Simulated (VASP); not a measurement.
# Y2AlN3 (R-3m) in VASP: further runs

Y2AlN3 is run at these levels: PBE; tasks: single point.

Program: VASP 6.6.1. These are calculated values, not measurements. Logs are shortened: lines on timing, memory, paths and dates and some standing lists are left out, and cuts for length are marked.

### 1 The cell of the first run

The structure is trigonal, space group R-3m (No. 166). The conventional cell has a = 4.667 Å, b = 4.667 Å, c = 15.840 Å, α = 90.00°, β = 90.00°, γ = 120.00°. Within 2.5 Å of Y (site symmetry 3m) lie 3 N at 1.90 Å. Within 3.1 Å of Al (site symmetry -3m) lie 6 N at 2.33 Å and 6 Y at 3.01 Å. N (site symmetry 2/m) has 2 Y at 1.90 Å and 2 Al at 2.33 Å and 4 N at 2.33 Å within 2.5 Å.

The cell was built from a structure type or drawn by symmetry, and may not be a known phase.

### 2 Single point, PBE

File INCAR:

```
ALGO = Normal
EDIFF = 1E-6
ENCUT = 520
GGA = PE
ISIF = 2
ISMEAR = 0
LASPH = True
LCHARG = False
LREAL = False
LWAVE = False
NBANDS = 29
NELM = 80
PREC = Accurate
SIGMA = 0.1
```

File KPOINTS:

```
k-points
0
Gamma
  6 6 6
```

File POSCAR:

```
Y2AlN3
1.0
    2.3337147800      1.3473708600      5.2800127000
   -2.3337147800      1.3473708600      5.2800127000
    0.0000000000     -2.6947417100      5.2800127000
Y Al N
2 1 3
Direct
    0.2491891100      0.2491891100      0.2491891100
    0.7508108900      0.7508108900      0.7508108900
    0.0000000000      0.0000000000      0.0000000000
    0.5000000000      0.5000000000      0.0000000000
    0.0000000000      0.5000000000      0.5000000000
    0.5000000000      0.0000000000      0.5000000000
```

Potentials or basis: VASP PAW PBE potentials, release 64 (Y_sv, Al, N).

Launch:

```
> cat potpaw_PBE.64/Y_sv/POTCAR potpaw_PBE.64/Al/POTCAR potpaw_PBE.64/N/POTCAR > POTCAR
> mpirun -np 1 vasp_std > vasp.out
```

OUTCAR:

```text
EDIFF = 1E-6
   ENCUT = 520
   GGA = PE
   ISIF = 2
   ISMEAR = 0
   LASPH = True
   LREAL = False
   NELM = 80
   PREC = Accurate

 ion  position               nearest neighbor table
   1  0.249  0.249  0.249-   5 1.90   6 1.90   4 1.90   3 3.01   3 3.01   3 3.01   2 3.75   2 3.75
                             2 3.75   2 3.79   2 3.79   2 3.79
   2  0.751  0.751  0.751-   5 1.90   6 1.90   4 1.90   3 3.01   3 3.01   3 3.01   1 3.75   1 3.75
                             1 3.75   1 3.79   1 3.79   1 3.79
   3  0.000  0.000  0.000-   4 2.33   4 2.33   5 2.33   5 2.33   6 2.33   6 2.33   2 3.01   1 3.01
                             2 3.01   1 3.01   1 3.01   2 3.01
   4  0.500  0.500  0.000-   1 1.90   2 1.90   3 2.33   3 2.33
   5  0.000  0.500  0.500-   1 1.90   2 1.90   3 2.33   3 2.33
   6  0.500  0.000  0.500-   1 1.90   2 1.90   3 2.33   3 2.33

  LATTYP: Found a trigonal (rhomboedric) cell.
 ALAT       =     5.9279142218
 COS(alpha) =     0.6900285264

  Lattice vectors:

 A1 = (   2.3337147800,   1.3473708600,   5.2800127000)
 A2 = (  -2.3337147800,   1.3473708600,   5.2800127000)
 A3 = (   0.0000000000,  -2.6947417100,   5.2800127000)

Analysis of symmetry for initial positions (statically):
=====================================================================
 Subroutine PRICEL returns:
 Original cell was already a primitive cell.

 Routine SETGRP: Setting up the symmetry group for a
 trigonal (rhombohedral) supercell.

 Subroutine GETGRP returns: Found 12 space group operations
 (whereof 12 operations were pure point group operations)
 out of a pool of 12 trial point group operations.

The static configuration has the point symmetry D_3d.

Analysis of symmetry for dynamics (positions and initial velocities):
=====================================================================
 Subroutine PRICEL returns:
 Original cell was already a primitive cell.

 Routine SETGRP: Setting up the symmetry group for a
 trigonal (rhombohedral) supercell.

 Subroutine GETGRP returns: Found 12 space group operations
 (whereof 12 operations were pure point group operations)
 out of a pool of 12 trial point group operations.

The dynamic configuration has the point symmetry D_3d.

 Subroutine INISYM returns: Found 12 space group operations
 (whereof 12 operations are pure point group operations),
 and found     1 'primitive' translations

----------------------------------------------------------------------------------------

                                     Primitive cell

  volume of cell :      99.6142

  direct lattice vectors                    reciprocal lattice vectors
     2.333714780  1.347370860  5.280012700     0.214250689  0.123697693  0.063131161
    -2.333714780  1.347370860  5.280012700    -0.214250689  0.123697693  0.063131161
     0.000000000 -2.694741710  5.280012700     0.000000000 -0.247395386  0.063131161

  length of vectors
     5.927914222  5.927914222  5.927914220     0.255323365  0.255323365  0.255323365

  position of ions in fractional coordinates (direct lattice)
     0.249189110  0.249189110  0.249189110
     0.750810890  0.750810890  0.750810890
     0.000000000  0.000000000  0.000000000
     0.500000000  0.500000000  0.000000000
     0.000000000  0.500000000  0.500000000
     0.500000000  0.000000000  0.500000000

  ion indices of the primitive-cell ions
   primitive index   ion index
                 1           1
                 2           2
                 3           3
                 4           4
                 5           5
                 6           6

----------------------------------------------------------------------------------------

 KPOINTS: k-points

Automatic generation of k-mesh.
 Grid dimensions read from file:
 generate k-points for:    6    6    6

 Generating k-lattice:

  Cartesian coordinates                     Fractional coordinates (reciprocal lattice)
     0.035708448  0.020616282  0.010521860     0.166666667 -0.000000000 -0.000000000
    -0.035708448  0.020616282  0.010521860    -0.000000000  0.166666667 -0.000000000
     0.000000000 -0.041232564  0.010521860    -0.000000000 -0.000000000  0.166666667

  Length of vectors
     0.042553894  0.042553894  0.042553894

  Shift w.r.t. Gamma in fractional coordinates (k-lattice)
     0.000000000  0.000000000  0.000000000

 Subroutine IBZKPT returns following result:
 ===========================================

 Found     32 irreducible k-points:

 Following reciprocal coordinates:
            Coordinates               Weight
  0.000000  0.000000  0.000000      1.000000
  0.166667  0.000000 -0.000000      6.000000
  0.333333  0.000000  0.000000      6.000000
  0.500000  0.000000 -0.000000      3.000000
  0.166667  0.166667 -0.000000      6.000000
  0.333333  0.166667 -0.000000     12.000000
[... 16 lines left out ...]
  0.500000  0.500000  0.166667      6.000000
 -0.333333  0.500000  0.166667     12.000000
 [... further k-points ...]
   k-points           NKPTS =     32   k-points in BZ     NKDIM =     32   number of bands    NBANDS=     29
   number of dos      NEDOS =    301   number of ions     NIONS =      6
   total plane-waves  NPLWV = 110592
   dimension x,y,z NGX =    48 NGY =   48 NGZ =   48
   dimension x,y,z NGXF=    96 NGYF=   96 NGZF=   96
   ions per type =               2   1   3
   NGX,Y,Z   is equivalent  to a cutoff of  13.46, 13.46, 13.46 a.u.
   NGXF,Y,Z  is equivalent  to a cutoff of  26.92, 26.92, 26.92 a.u.
 SYSTEM =  unknown system
   PREC   = accura    normal or accurate (medium, high low for compatibility)
   ISTART =      0    job   : 0-new  1-cont  2-samecut
   ICHARG =      2    charge: 1-file 2-atom 10-const
   ISPIN  =      1    spin polarized calculation?
   LNONCOLLINEAR =      F non collinear calculations
   LSORBIT =      F    spin-orbit coupling
   LASPH  =      T    aspherical Exc in radial PAW
   ENCUT  =  520.0 eV  38.22 Ry    6.18 a.u.  11.02 11.02 11.02*2*pi/ulx,y,z
   NELM   =     80;   NELMIN=  2; NELMDL= -5     # of ELM steps
   EDIFF  = 0.1E-05   stopping-criterion for ELM
   LREAL  =      F    real-space projection
   EDIFFG = 0.1E-04   stopping-criterion for IOM
   NSW    =      0    number of steps for IOM
   IBRION =     -1    ionic relax: 0-MD 1-quasi-New 2-CG
   NFREE  =      0    steps in history (QN), initial steepest desc. (CG)
   ISIF   =      2    stress and relaxation
   ISYM   =      2    0-nonsym 1-usesym 2-fastsym
   POTIM  = 0.5000    time-step for ionic-motion
   TEBEG  =    0.0;   TEEND  =   0.0 temperature during run
   PSTRESS=    0.0 pullay stress
   NELECT =      40.0000    total number of electrons
   NUPDOWN=      -1.0000    fix difference up-down
   EMIN   =  10.00;   EMAX   =-10.00  energy-range for DOS
   EFERMI =   0.00;   METHOD = LEGACY
   ISMEAR =     0;   SIGMA  =   0.10  broadening in eV -4-tet -1-fermi 0-gaus
   EFERMI_NEDOS =   21; number of points for ismear=-14 and -15
   IALGO  =     38    algorithm
   IMIX   =      4    mixing-type and parameters
     AMIX     =   0.40;   BMIX     =  1.00
     AMIX_MAG =   1.60;   BMIX_MAG =  1.00
  volume/ion in A,a.u.               =      16.60       112.04
  Fermi-wavevector in a.u.,A,eV,Ry     =   1.207780  2.282373 19.847256  1.458732
  Thomas-Fermi vector in A             =   2.343407
   LORBIT       =      0    0 simple, 1 ext, 2 COOP (PROOUT), +10 PAW based schemes
   GGA     = PE    functional components
   LHFCALC =     F    Hartree Fock is set to
   AEXX    =    0.0000 exact exchange contribution
   IVDW    =     0    specifies the selected vdW correction
   LEPSILON=     F    determine dielectric tensor
   LRPA    =     F    only Hartree local field effects (RPA)
 non-spin polarized calculation
 Gauss-broadening in eV      SIGMA  =   0.10
  energy-cutoff  :      520.00
  volume of cell :       99.61
 maximum number of plane-waves:      2700
 NGX is ok and might be reduce to    48
   NGX = 23   NGY = 23   NGZ = 23

 number of electron      40.0000000 magnetization

 Free energy of the ion-electron system (eV)
  ---------------------------------------------------
  ext. energy  EPLUGINS =         0.00000000
  ---------------------------------------------------
  free energy    TOTEN  =       -34.63516187 eV

  energy without entropy =      -34.61064533  energy(sigma->0) =      -34.62290360

 E-fermi :   4.0435     XC(G=0):  -9.6889

 val. band max:        4.0366743843   @ k =  -0.1667   0.5000   0.1667
 cond. band min:       4.0461452238   @ k =   0.5000   0.5000   0.1667
 fundamental gap:      0.0094708395
 Fermi energy:         4.0435184030

 k-point     1 :       0.0000    0.0000    0.0000
  band No.  band energies     occupation
      1     -36.6555      2.00000
      2     -36.5888      2.00000
      3     -18.4845      2.00000
      4     -17.5965      2.00000
      5     -17.5965      2.00000
      6     -17.4680      2.00000
[... 21 lines left out ...]
     28       8.6089      0.00000
     29       8.8154      0.00000

 k-point     2 :       0.1667    0.0000   -0.0000
  band No.  band energies     occupation
      1     -36.6506      2.00000
      2     -36.5927      2.00000
      3     -18.4411      2.00000
      4     -17.7031      2.00000
      5     -17.5990      2.00000
      6     -17.4176      2.00000
[... 21 lines left out ...]
     28       8.9873      0.00000
     29       9.4477      0.00000

 k-point     3 :       0.3333    0.0000    0.0000
  band No.  band energies     occupation
      1     -36.6378      2.00000
      2     -36.6036      2.00000
      3     -18.3228      2.00000
      4     -17.8879      2.00000
      5     -17.6040      2.00000
      6     -17.3758      2.00000
[... 21 lines left out ...]
     28       9.6119      0.00000
     29      10.1249      0.00000

 k-point     4 :       0.5000    0.0000   -0.0000
  band No.  band energies     occupation
      1     -36.6248      2.00000
      2     -36.6157      2.00000
      3     -18.2095      2.00000
      4     -18.0254      2.00000
      5     -17.6065      2.00000
      6     -17.3631      2.00000
[... 21 lines left out ...]
     28       9.7284      0.00000
     29      10.0835      0.00000

 k-point     5 :       0.1667    0.1667   -0.0000
  band No.  band energies     occupation
      1     -36.6497      2.00000
      2     -36.5936      2.00000
      3     -18.4394      2.00000
      4     -17.7084      2.00000
      5     -17.6150      2.00000
      6     -17.4023      2.00000
[... 21 lines left out ...]
     28       9.2547      0.00000
     29       9.8945      0.00000
[... 510 lines left out ...]
     28       9.6339      0.00000
     29       9.9079      0.00000

 k-point    22 :      -0.1667    0.3333    0.1667
  band No.  band energies     occupation
      1     -36.6313      2.00000
      2     -36.6091      2.00000
      3     -18.2673      2.00000
      4     -18.0254      2.00000
      5     -17.6666      2.00000
      6     -17.2890      2.00000
[... 21 lines left out ...]
     28       9.6984      0.00000
     29       9.8870      0.00000

 k-point    23 :       0.5000    0.5000    0.1667
  band No.  band energies     occupation
      1     -36.6325      2.00000
      2     -36.6089      2.00000
      3     -18.3383      2.00000
      4     -17.9887      2.00000
      5     -17.6432      2.00000
      6     -17.2990      2.00000
[... 21 lines left out ...]
     28       9.2625      0.00000
     29      10.0934      0.00000

 k-point    24 :      -0.3333    0.5000    0.1667
  band No.  band energies     occupation
      1     -36.6270      2.00000
      2     -36.6134      2.00000
      3     -18.2673      2.00000
      4     -18.0818      2.00000
      5     -17.6680      2.00000
      6     -17.2900      2.00000
[... 21 lines left out ...]
     28       9.5622      0.00000
     29       9.9788      0.00000

 [... further k-points ...]

------------------------ aborting loop because EDIFF is reached ----------------------------------------

  FORCE on cell =-STRESS in cart. coord.  units (eV):
  Direction    XX          YY          ZZ          XY          YZ          ZX
  --------------------------------------------------------------------------------------
  -------------------------------------------------------------------------------------
  Total       21.4243696     21.4243696     33.9139957      0.0000000      0.0000000      0.0000000
  in kB      344.5858911    344.5858912    545.4668963      0.0000000      0.0000003      0.0000000
  external PRESSURE =     411.5462262 kB  Pullay stress =       0.0000000 kB

 VOLUME and BASIS-vectors are now :
 -----------------------------------------------------------------------------
  energy-cutoff  :      520.00
  volume of cell :       99.61
      direct lattice vectors                 reciprocal lattice vectors
     2.333714780  1.347370860  5.280012700     0.214250689  0.123697693  0.063131161
    -2.333714780  1.347370860  5.280012700    -0.214250689  0.123697693  0.063131161
     0.000000000 -2.694741710  5.280012700     0.000000000 -0.247395386  0.063131161

 POSITION                                       TOTAL-FORCE (eV/Angst)
 -----------------------------------------------------------------------------------
      0.00000      0.00000      3.94716         0.000000     -0.000000    -12.520829
      0.00000      0.00000     11.89287         0.000000      0.000000     12.520829
      0.00000      0.00000      0.00000         0.000000     -0.000000      0.000000
      0.00000      1.34737      5.28001         0.000000     -0.000000      0.000000
     -1.16686     -0.67369      5.28001         0.000000     -0.000000      0.000000
      1.16686     -0.67369      5.28001         0.000000     -0.000000      0.000000
 -----------------------------------------------------------------------------------
    total drift:                                0.000000      0.000000     -0.000000

  FREE ENERGIE OF THE ION-ELECTRON SYSTEM (eV)
  ---------------------------------------------------
  free  energy   TOTEN  =       -34.6351618666 eV

  energy  without entropy=      -34.6106453305  energy(sigma->0) =      -34.62290360
```

It took 77 s on 1 thread of Intel Xeon 6975P-C (Granite Rapids), shared host; peak memory 0.39 GiB.

Results:

| Property | Result |
| --- | --- |
| Free energy | -34.6352 eV |
| Pressure | 41.2 GPa |
| Largest force | 12.521 eV/Å |
| Band gap on the k mesh | zero (bands 20 and 21 overlap by 1.01 eV) |

Forces on the atoms (eV/Å):
```
Y     0.000   0.000 -12.521
Y     0.000   0.000  12.521
Al    0.000   0.000   0.000
N     0.000   0.000   0.000
N     0.000   0.000   0.000
N     0.000   0.000   0.000
```

Levels at points of the mesh, in eV from the Fermi level:
| k point | band 18 | band 19 | band 20 | band 21 | band 22 | band 23 |
| --- | --- | --- | --- | --- | --- | --- |
| (0.00, 0.00, 0.00) | -1.74 | 0.48 | 0.74 | 0.79 | 0.79 | 1.59 |
| (0.50, 0.00, 0.00) | -2.66 | -2.52 | -0.15 | 0.65 | 1.05 | 1.19 |
| (0.50, 0.50, 0.00) | -2.27 | -1.89 | -0.68 | -0.22 | 0.76 | 2.45 |
| (0.50, 0.50, 0.50) | -2.62 | 0.48 | 0.77 | 0.77 | 1.69 | 1.97 |

Caveat: the cell stands under pressure; forces of over 1 eV/Å act on the atoms, so gaps and moduli don't describe the material at rest.

(Part 1 of 2 ends here.)
